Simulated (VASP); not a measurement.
Input of a VASP 6.6.1 run:

POSCAR

```
Pd
1.0
    2.4806323657      0.0000000000      0.0000000000
    0.0000000000      2.4806323657      0.0000000000
    0.0000000000      0.0000000000      2.4806323657
Pd
1
Direct
    0.0000000000      0.0000000000      0.0000000000
```

The input INCAR.step1:

```
  ALGO = Normal
  EDIFF = 1E-4
  ENCUT = 520
  GGA = PE
  ISMEAR = -1
  LASPH = T
  LCHARG = F
  LREAL = F
  LWAVE = T
  NBANDS = 11
  NELM = 60
  PREC = Accurate
  SIGMA = 0.1
```

The input INCAR.step2:

```
  ALGO = Normal
  EDIFF = 1E-6
  ENCUT = 520
  ISIF = 2
  ISMEAR = -1
  ISTART = 1
  LASPH = T
  LCHARG = F
  LMIXTAU = T
  LREAL = F
  LWAVE = F
  METAGGA = R2SCAN
  NBANDS = 11
  NELM = 60
  PREC = Accurate
  SIGMA = 0.1
```

File KPOINTS:

```
k-points
0
Gamma
  14 14 14
```

Potentials or basis: VASP PAW PBE potentials, release 64 (Pd).

Launch:

```sh
$ cat potpaw_PBE.64/Pd/POTCAR > POTCAR
$ cp INCAR.step1 INCAR
$ mpirun -np 1 vasp_std > vasp.out
$ cp INCAR.step2 INCAR
$ mpirun -np 1 vasp_std > vasp.out
```

Problem. Predict the band gap on the k mesh.

Solution. Zero (band 5 reaches 11.13 eV, above the bottom of band 6 at 8.59 eV).

Problem. Predict the pressure.

Solution. 25.4 GPa.

Caveat: the PAW data sets were made with another functional, which shifts forces and pressure a little.
